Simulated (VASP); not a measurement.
Input of a VASP 6.6.1 run:

The input INCAR:

```
ALGO = Normal
DIPOL = 0.5 0.5 0.500
EDIFF = 1E-7
ENCUT = 520
GGA = PE
IDIPOL = 3
ISIF = 2
ISMEAR = 0
ISPIN = 2
LASPH = True
LCHARG = False
LDIPOL = True
LMAXMIX = 4
LORBIT = 11
LREAL = False
LWAVE = False
MAGMOM = 0 0 0 0 1 1
NBANDS = 39
NELM = 150
PREC = Accurate
SIGMA = 0.05
```

The input KPOINTS:

```
k-points
0
Gamma
  9 9 1
```

The input POSCAR:

```
MoS2
1.0
    3.1841260834      0.0000000000      0.0000000000
   -1.5920630417      2.7575340771      0.0000000000
    0.0000000000      0.0000000000     37.4372503152
S Mo
4 2
Direct
    0.3333333333      0.6666666667      0.2270465894
    0.3333333333      0.6666666667      0.3099226067
    0.3333333333      0.6666666667      0.6897567538
    0.3333333333      0.6666666667      0.7732491425
    0.0000000000      0.0000000000      0.2684845980
    0.0000000000      0.0000000000      0.7315029866
```

Potentials or basis: VASP PAW PBE potentials, release 64 (S, Mo_sv).

Run with:

```console
$ cat potpaw_PBE.64/S/POTCAR potpaw_PBE.64/Mo_sv/POTCAR > POTCAR
$ mpirun -np 1 vasp_std > vasp.out
```

Estimate the band gap on the k mesh.

1.60 eV (least direct gap 1.64 eV).

Predict the largest force.

0.206 eV/Å.

Forces on the atoms (eV/Å):
```
S    0.000  0.000 -0.206
S    0.000  0.000  0.206
S    0.000  0.000  0.011
S    0.000  0.000 -0.011
Mo   0.000  0.000  0.000
Mo   0.000  0.000  0.000
```
